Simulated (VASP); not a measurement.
# Sc (Fm-3m) in VASP: notebook

Sc is run at these levels: PBE; tasks: single point.

Program: VASP 6.6.1. These are calculated values, not measurements. Logs are shortened: lines on timing, memory, paths and dates and some standing lists are left out, and cuts for length are marked.

### Step 1. The cell of the first run

It takes space group Fm-3m (No. 225, cubic). The conventional cell has a = 4.654 Å, b = 4.654 Å, c = 4.654 Å, α = 90.00°, β = 90.00°, γ = 90.00°. Sc (site symmetry m-3m) has 12 Sc at 3.29 Å within 4.3 Å.

### Step 2. Single point, PBE

Input file INCAR:

```
PREC = Accurate
ENCUT = 500
EDIFF = 1E-6
ISMEAR = 0
SIGMA = 0.1
LREAL = F
LASPH = T
NELM = 120
ALGO = Normal
ISIF = 2
LWAVE = F
LCHARG = F
GGA = PE
NBANDS = 12
GGA_COMPAT = F
```

Input file KPOINTS:

```
regular mesh
0
Gamma
  8 8 8
```

Input file POSCAR:

```
Sc
1.0
    0.0000000000      2.3268462047      2.3268462047
    2.3268462047      0.0000000000      2.3268462047
    2.3268462047      2.3268462047      0.0000000000
Sc
1
Direct
   -0.0334824718     -0.0309537712      0.0828884577
```

Potentials or basis: VASP PAW PBE potentials, release 64 (Sc_sv).

Started as:

```bash
> cat potpaw_PBE.64/Sc_sv/POTCAR > POTCAR
> mpirun -np 1 vasp_std > vasp.out
```

OUTCAR:

```text
PREC = Accurate
   ENCUT = 500
   EDIFF = 1E-6
   ISMEAR = 0
   LREAL = F
   LASPH = T
   NELM = 120
   ISIF = 2
   GGA = PE

 ion  position               nearest neighbor table
   1  0.967  0.969  0.083-

  LATTYP: Found a face centered cubic cell.
 ALAT       =     4.6536924094

  Lattice vectors:

 A1 = (   0.0000000000,   2.3268462047,   2.3268462047)
 A2 = (   2.3268462047,   0.0000000000,   2.3268462047)
 A3 = (   2.3268462047,   2.3268462047,   0.0000000000)

Analysis of symmetry for initial positions (statically):
[... 6 lines left out ...]

 Subroutine GETGRP returns: Found 48 space group operations
 (whereof  1 operations were pure point group operations)
 out of a pool of 48 trial point group operations.

The static configuration has the point symmetry C_1 .
 The point group associated with its full space group is O_h .

Analysis of symmetry for dynamics (positions and initial velocities):
[... 6 lines left out ...]

 Subroutine GETGRP returns: Found 48 space group operations
 (whereof  1 operations were pure point group operations)
 out of a pool of 48 trial point group operations.

The dynamic configuration has the point symmetry C_1 .
 The point group associated with its full space group is O_h .

 Subroutine INISYM returns: Found 48 space group operations
 (whereof  1 operations are pure point group operations),
 and found     1 'primitive' translations

----------------------------------------------------------------------------------------

                                     Primitive cell

  volume of cell :      25.1961

  direct lattice vectors                    reciprocal lattice vectors
     0.000000000  2.326846205  2.326846205    -0.214883132  0.214883132  0.214883132
     2.326846205  0.000000000  2.326846205     0.214883132 -0.214883132  0.214883132
     2.326846205  2.326846205  0.000000000     0.214883132  0.214883132 -0.214883132

  length of vectors
     3.290657460  3.290657460  3.290657460     0.372188502  0.372188502  0.372188502

  position of ions in fractional coordinates (direct lattice)
     0.966517528  0.969046229  0.082888458

  ion indices of the primitive-cell ions
   primitive index   ion index
                 1           1

----------------------------------------------------------------------------------------

 KPOINTS: regular mesh

Automatic generation of k-mesh.
 Grid dimensions read from file:
 generate k-points for:    8    8    8

 Generating k-lattice:

  Cartesian coordinates                     Fractional coordinates (reciprocal lattice)
    -0.026860391  0.026860391  0.026860391     0.125000000  0.000000000  0.000000000
     0.026860391 -0.026860391  0.026860391     0.000000000  0.125000000  0.000000000
     0.026860391  0.026860391 -0.026860391     0.000000000  0.000000000  0.125000000

  Length of vectors
     0.046523563  0.046523563  0.046523563

  Shift w.r.t. Gamma in fractional coordinates (k-lattice)
     0.000000000  0.000000000  0.000000000

 Subroutine IBZKPT returns following result:
 ===========================================

 Found     29 irreducible k-points:

 Following reciprocal coordinates:
            Coordinates               Weight
  0.000000  0.000000  0.000000      1.000000
  0.125000  0.000000  0.000000      8.000000
  0.250000  0.000000  0.000000      8.000000
  0.375000  0.000000  0.000000      8.000000
  0.500000  0.000000  0.000000      4.000000
  0.125000  0.125000  0.000000      6.000000
[... 16 lines left out ...]
  0.500000  0.250000  0.125000     48.000000
 -0.375000  0.250000  0.125000     24.000000
 [... further k-points ...]
   k-points           NKPTS =     29   k-points in BZ     NKDIM =     29   number of bands    NBANDS=     12
   number of dos      NEDOS =    301   number of ions     NIONS =      1
   total plane-waves  NPLWV =  13824
   dimension x,y,z NGX =    24 NGY =   24 NGZ =   24
   dimension x,y,z NGXF=    48 NGYF=   48 NGZF=   48
   ions per type =               1
   NGX,Y,Z   is equivalent  to a cutoff of  12.12, 12.12, 12.12 a.u.
   NGXF,Y,Z  is equivalent  to a cutoff of  24.25, 24.25, 24.25 a.u.
 SYSTEM =  unknown system
   PREC   = accura    normal or accurate (medium, high low for compatibility)
   ISTART =      0    job   : 0-new  1-cont  2-samecut
   ICHARG =      2    charge: 1-file 2-atom 10-const
   ISPIN  =      1    spin polarized calculation?
   LNONCOLLINEAR =      F non collinear calculations
   LSORBIT =      F    spin-orbit coupling
   LASPH  =      T    aspherical Exc in radial PAW
   ENCUT  =  500.0 eV  36.75 Ry    6.06 a.u.   6.00  6.00  6.00*2*pi/ulx,y,z
   NELM   =    120;   NELMIN=  2; NELMDL= -5     # of ELM steps
   EDIFF  = 0.1E-05   stopping-criterion for ELM
   LREAL  =      F    real-space projection
   EDIFFG = 0.1E-04   stopping-criterion for IOM
   NSW    =      0    number of steps for IOM
   IBRION =     -1    ionic relax: 0-MD 1-quasi-New 2-CG
   NFREE  =      0    steps in history (QN), initial steepest desc. (CG)
   ISIF   =      2    stress and relaxation
   ISYM   =      2    0-nonsym 1-usesym 2-fastsym
   POTIM  = 0.5000    time-step for ionic-motion
   TEBEG  =    0.0;   TEEND  =   0.0 temperature during run
   PSTRESS=    0.0 pullay stress
   NELECT =      11.0000    total number of electrons
   NUPDOWN=      -1.0000    fix difference up-down
   EMIN   =  10.00;   EMAX   =-10.00  energy-range for DOS
   EFERMI =   0.00;   METHOD = LEGACY
   ISMEAR =     0;   SIGMA  =   0.10  broadening in eV -4-tet -1-fermi 0-gaus
   EFERMI_NEDOS =   21; number of points for ismear=-14 and -15
   IALGO  =     38    algorithm
   IMIX   =      4    mixing-type and parameters
     AMIX     =   0.40;   BMIX     =  1.00
     AMIX_MAG =   1.60;   BMIX_MAG =  1.00
  volume/ion in A,a.u.               =      25.20       170.03
  Fermi-wavevector in a.u.,A,eV,Ry     =   1.241923  2.346894 20.985259  1.542373
  Thomas-Fermi vector in A             =   2.376300
   LORBIT       =      0    0 simple, 1 ext, 2 COOP (PROOUT), +10 PAW based schemes
   GGA     = PE    functional components
   LHFCALC =     F    Hartree Fock is set to
   AEXX    =    0.0000 exact exchange contribution
   IVDW    =     0    specifies the selected vdW correction
   LEPSILON=     F    determine dielectric tensor
   LRPA    =     F    only Hartree local field effects (RPA)
 non-spin polarized calculation
 Gauss-broadening in eV      SIGMA  =   0.10
  energy-cutoff  :      500.00
  volume of cell :       25.20
 maximum number of plane-waves:       652
   NGX = 11   NGY = 11   NGZ = 11

 number of electron      11.0000000 magnetization

 Free energy of the ion-electron system (eV)
  ---------------------------------------------------
  ext. energy  EPLUGINS =         0.00000000
  ---------------------------------------------------
  free energy    TOTEN  =        -6.20186607 eV

  energy without entropy =       -6.18895857  energy(sigma->0) =       -6.19541232

 E-fermi :   3.6277     XC(G=0):  -9.7881

 val. band max:        3.6037595537   @ k =   0.3750   0.2500   0.0000
 cond. band min:       3.6621548148   @ k =  -0.2500   0.3750   0.1250
 fundamental gap:      0.0583952611
 Fermi energy:         3.6277125915

 k-point     1 :       0.0000    0.0000    0.0000
  band No.  band energies     occupation
      1     -45.8859      2.00000
      2     -24.3140      2.00000
      3     -24.3140      2.00000
      4     -24.3140      2.00000
      5      -1.5360      2.00000
      6       5.1601      0.00000
      7       5.1602      0.00000
      8       5.1602      0.00000
      9       6.4960      0.00000
     10       6.4960      0.00000
     11      15.9950      0.00000
     12      19.2963      0.00000

 k-point     2 :       0.1250    0.0000    0.0000
  band No.  band energies     occupation
      1     -45.8781      2.00000
      2     -24.3689      2.00000
      3     -24.3212      2.00000
      4     -24.3212      2.00000
      5      -1.1532      2.00000
      6       4.8930      0.00000
      7       5.2856      0.00000
      8       5.2857      0.00000
      9       6.4189      0.00000
     10       6.4189      0.00000
     11      16.1197      0.00000
     12      17.1741      0.00000

 k-point     3 :       0.2500    0.0000    0.0000
  band No.  band energies     occupation
      1     -45.8591      2.00000
      2     -24.4992      2.00000
      3     -24.3383      2.00000
      4     -24.3383      2.00000
      5      -0.1094      2.00000
      6       4.3372      0.00000
      7       5.3598      0.00000
      8       5.3598      0.00000
      9       6.5422      0.00000
     10       6.5422      0.00000
     11      13.7809      0.00000
     12      16.5597      0.00000
[... 286 lines left out ...]
 k-point    23 :       0.5000    0.2500    0.1250
  band No.  band energies     occupation
      1     -45.8298      2.00000
      2     -24.5988      2.00000
      3     -24.4448      2.00000
      4     -24.3813      2.00000
      5       1.9522      2.00000
      6       3.6701      0.54873
      7       4.4307      0.00000
      8       5.8120      0.00000
      9       6.8332      0.00000
     10       7.9106      0.00000
     11      11.5249      0.00000
     12      14.1089      0.00000

 k-point    24 :      -0.3750    0.2500    0.1250
  band No.  band energies     occupation
      1     -45.8234      2.00000
      2     -24.6280      2.00000
      3     -24.4574      2.00000
      4     -24.3925      2.00000
      5       2.7184      2.00000
      6       3.3078      1.99999
      7       4.4192      0.00000
      8       5.6883      0.00000
      9       7.2235      0.00000
     10       8.4743      0.00000
     11       9.9573      0.00000
     12      14.4833      0.00000

 [... further k-points ...]
[... 5 lines left out ...]
  --------------------------------------------------------------------------------------
  -------------------------------------------------------------------------------------
  Total       -0.1631916     -0.1631916     -0.1631916     -0.0000000     -0.0000000      0.0000000
  in kB      -10.3770848    -10.3770848    -10.3770848     -0.0000000     -0.0000000      0.0000000
  external PRESSURE =     -10.3770848 kB  Pullay stress =       0.0000000 kB

 VOLUME and BASIS-vectors are now :
 -----------------------------------------------------------------------------
  energy-cutoff  :      500.00
  volume of cell :       25.20
      direct lattice vectors                 reciprocal lattice vectors
     0.000000000  2.326846205  2.326846205    -0.214883132  0.214883132  0.214883132
     2.326846205  0.000000000  2.326846205     0.214883132 -0.214883132  0.214883132
     2.326846205  2.326846205  0.000000000     0.214883132  0.214883132 -0.214883132

 POSITION                                       TOTAL-FORCE (eV/Angst)
 -----------------------------------------------------------------------------------
      2.44769      2.44181      4.50376         0.000000      0.000000      0.000000
 -----------------------------------------------------------------------------------
    total drift:                                0.000006     -0.000002      0.000001

  FREE ENERGIE OF THE ION-ELECTRON SYSTEM (eV)
  ---------------------------------------------------
  free  energy   TOTEN  =        -6.2018660704 eV

  energy  without entropy=       -6.1889585691  energy(sigma->0) =       -6.19541232
```

Run time: 2.9 s. Hardware: 1 thread of Intel Xeon 6975P-C (Granite Rapids), shared host; peak memory 0.13 GiB.

What came out:

```yaml
Free_energy: -6.2019 eV
Pressure: -1.0 GPa
```

### Step 3. Single point, PBE

Input file INCAR:

```
SYSTEM = Sc
PREC = Accurate
ENCUT = 500
EDIFF = 1E-6
ISMEAR = -4
SIGMA = 0.1
LREAL = .False.
LASPH = .True.
NELM = 120
ALGO = Normal
ISIF = 2
LWAVE = .False.
LCHARG = .True.
GGA = PE
LELF = .True.
LVHAR = .True.
NBANDS = 12
GGA_COMPAT = .False.
```

Input file KPOINTS:

```
regular mesh
0
Gamma
  8 8 8
  0 0 0
```

POSCAR, as its differences from that of step 2:

```diff
@@ -8,2 +8,2 @@
 Direct
-   -0.0334824718     -0.0309537712      0.0828884577
+    0.0000000000      0.0000000000      0.0000000000
```

Potentials or basis: VASP PAW PBE potentials, release 64 (Sc_sv).

Started as:

```bash
> cat potpaw_PBE.64/Sc_sv/POTCAR > POTCAR
> mpirun -np 1 vasp_std > vasp.out
```

OUTCAR:

```text
SYSTEM = Sc
   PREC = Accurate
   ENCUT = 500
   EDIFF = 1E-6
   ISMEAR = -4
   LREAL = .False.
   LASPH = .True.
   NELM = 120
   ISIF = 2
   GGA = PE

 ion  position               nearest neighbor table
   1  0.000  0.000  0.000-

  LATTYP: Found a face centered cubic cell.
 ALAT       =     4.6536924094

  Lattice vectors:

 A1 = (   0.0000000000,   2.3268462047,   2.3268462047)
 A2 = (   2.3268462047,   0.0000000000,   2.3268462047)
 A3 = (   2.3268462047,   2.3268462047,   0.0000000000)

Analysis of symmetry for initial positions (statically):
[... 33 lines left out ...]
                                     Primitive cell

  volume of cell :      25.1961

  direct lattice vectors                    reciprocal lattice vectors
     0.000000000  2.326846205  2.326846205    -0.214883132  0.214883132  0.214883132
     2.326846205  0.000000000  2.326846205     0.214883132 -0.214883132  0.214883132
     2.326846205  2.326846205  0.000000000     0.214883132  0.214883132 -0.214883132

  length of vectors
     3.290657460  3.290657460  3.290657460     0.372188502  0.372188502  0.372188502

  position of ions in fractional coordinates (direct lattice)
     0.000000000  0.000000000  0.000000000

  ion indices of the primitive-cell ions
   primitive index   ion index
                 1           1

----------------------------------------------------------------------------------------

 KPOINTS: regular mesh

Automatic generation of k-mesh.
 Grid dimensions read from file:
 generate k-points for:    8    8    8

 Generating k-lattice:

  Cartesian coordinates                     Fractional coordinates (reciprocal lattice)
    -0.026860391  0.026860391  0.026860391     0.125000000  0.000000000  0.000000000
     0.026860391 -0.026860391  0.026860391     0.000000000  0.125000000  0.000000000
     0.026860391  0.026860391 -0.026860391     0.000000000  0.000000000  0.125000000

  Length of vectors
     0.046523563  0.046523563  0.046523563

  Shift w.r.t. Gamma in fractional coordinates (k-lattice)
     0.000000000  0.000000000  0.000000000
[... 73 lines left out ...]
     AMIX_MAG =   1.60;   BMIX_MAG =  1.00
  volume/ion in A,a.u.               =      25.20       170.03
  Fermi-wavevector in a.u.,A,eV,Ry     =   1.241923  2.346894 20.985259  1.542373
  Thomas-Fermi vector in A             =   2.376300
   LORBIT       =      0    0 simple, 1 ext, 2 COOP (PROOUT), +10 PAW based schemes
   GGA     = PE    functional components
   LHFCALC =     F    Hartree Fock is set to
   AEXX    =    0.0000 exact exchange contribution
   IVDW    =     0    specifies the selected vdW correction
   LEPSILON=     F    determine dielectric tensor
   LRPA    =     F    only Hartree local field effects (RPA)
 non-spin polarized calculation
 Fermi weights with tetrahedron method witout Bloechl corrections
  energy-cutoff  :      500.00
  volume of cell :       25.20
 maximum number of plane-waves:       652
   NGX = 11   NGY = 11   NGZ = 11

 number of electron      11.0000003 magnetization

 Free energy of the ion-electron system (eV)
  ---------------------------------------------------
  ext. energy  EPLUGINS =         0.00000000
  ---------------------------------------------------
  free energy    TOTEN  =        -6.17083990 eV

  energy without entropy =       -6.17083990  energy(sigma->0) =       -6.17083990

 E-fermi :   3.6040     XC(G=0):  -9.7863

 val. band max:        3.8166225327   @ k =  -0.2500   0.5000   0.2500
 cond. band min:       3.5940546325   @ k =   0.5000   0.1250   0.0000
 fundamental gap:     -0.2225679002
 Fermi energy:         3.6039550210

 k-point     1 :       0.0000    0.0000    0.0000
  band No.  band energies     occupation
      1     -45.8698      2.00000
      2     -24.2989      2.00000
      3     -24.2989      2.00000
      4     -24.2989      2.00000
      5      -1.5353      2.00000
      6       5.1700      0.00000
      7       5.1700      0.00000
      8       5.1700      0.00000
      9       6.5068      0.00000
     10       6.5068      0.00000
     11      15.9956      0.00000
     12      19.2957      0.00000
[... 331 lines left out ...]
 k-point    24 :      -0.3750    0.2500    0.1250
  band No.  band energies     occupation
      1     -45.8073      2.00000
      2     -24.6133      2.00000
      3     -24.4425      2.00000
      4     -24.3775      2.00000
      5       2.7232      2.00000
      6       3.3107      1.93765
      7       4.4265      0.00000
      8       5.6975      0.00000
      9       7.2356      0.00000
     10       8.4841      0.00000
     11       9.9659      0.00000
     12      14.4881      0.00000

 [... further k-points ...]
[... 5 lines left out ...]
  --------------------------------------------------------------------------------------
  -------------------------------------------------------------------------------------
  Total       -0.1583147     -0.1583147     -0.1583147     -0.0000000      0.0000000     -0.0000000
  in kB      -10.0669705    -10.0669705    -10.0669705     -0.0000000      0.0000000     -0.0000000
  external PRESSURE =     -10.0669705 kB  Pullay stress =       0.0000000 kB

 VOLUME and BASIS-vectors are now :
 -----------------------------------------------------------------------------
  energy-cutoff  :      500.00
  volume of cell :       25.20
      direct lattice vectors                 reciprocal lattice vectors
     0.000000000  2.326846205  2.326846205    -0.214883132  0.214883132  0.214883132
     2.326846205  0.000000000  2.326846205     0.214883132 -0.214883132  0.214883132
     2.326846205  2.326846205  0.000000000     0.214883132  0.214883132 -0.214883132

 POSITION                                       TOTAL-FORCE (eV/Angst)
 -----------------------------------------------------------------------------------
      0.00000      0.00000      0.00000         0.000000     -0.000000      0.000000
 -----------------------------------------------------------------------------------
    total drift:                               -0.000000      0.000000      0.000000

  FREE ENERGIE OF THE ION-ELECTRON SYSTEM (eV)
  ---------------------------------------------------
  free  energy   TOTEN  =        -6.1708398975 eV

  energy  without entropy=       -6.1708398975  energy(sigma->0) =       -6.17083990
```

stdout:

```text
POSCAR found type information on POSCAR Sc
 POSCAR found :  1 types and       1 ions
 scaLAPACK will be used
 LDA part: xc-table for (Slater+PW92), standard interpolation
 POSCAR, INCAR and KPOINTS ok, starting setup
 FFT: planning ... GRIDC
 FFT: planning ... GRID_SOFT
 FFT: planning ... GRID
 WAVECAR not read
 entering main loop
 -----------------------------------------------------------------------------
|                                                                             |
|           W    W    AA    RRRRR   N    N  II  N    N   GGGG   !!!           |
|           W    W   A  A   R    R  NN   N  II  NN   N  G    G  !!!           |
|           W    W  A    A  R    R  N N  N  II  N N  N  G       !!!           |
|           W WW W  AAAAAA  RRRRR   N  N N  II  N  N N  G  GGG   !            |
|           WW  WW  A    A  R   R   N   NN  II  N   NN  G    G                |
|           W    W  A    A  R    R  N    N  II  N    N   GGGG   !!!           |
|                                                                             |
|     Tetrahedron method does not include variations of the Fermi             |
|     occupations, so forces and stress will be inaccurate. We suggest        |
|     using a different smearing scheme ISMEAR = 1 or 2 for metals in         |
|     relaxations.                                                            |
|                                                                             |
 -----------------------------------------------------------------------------
```

Wall time 3 s (1 thread of Intel Xeon 6975P-C (Granite Rapids), shared host); peak memory 0.14 GiB.

What came out:

```
Free energy : -6.1708 eV
Pressure    : -1.0 GPa
```

Levels at points of the mesh, in eV from the Fermi level:
| k point | band 2 | band 3 | band 4 | band 5 | band 6 | band 7 | band 8 | band 9 |
| --- | --- | --- | --- | --- | --- | --- | --- | --- |
| (0.00, 0.00, 0.00) | -27.90 | -27.90 | -27.90 | -5.14 | 1.57 | 1.57 | 1.57 | 2.90 |
| (0.50, 0.00, 0.00) | -28.27 | -27.95 | -27.95 | -1.73 | 0.20 | 1.46 | 1.46 | 3.77 |
| (0.50, 0.50, 0.00) | -28.25 | -28.03 | -28.03 | -1.46 | -0.58 | 1.85 | 3.76 | 3.99 |
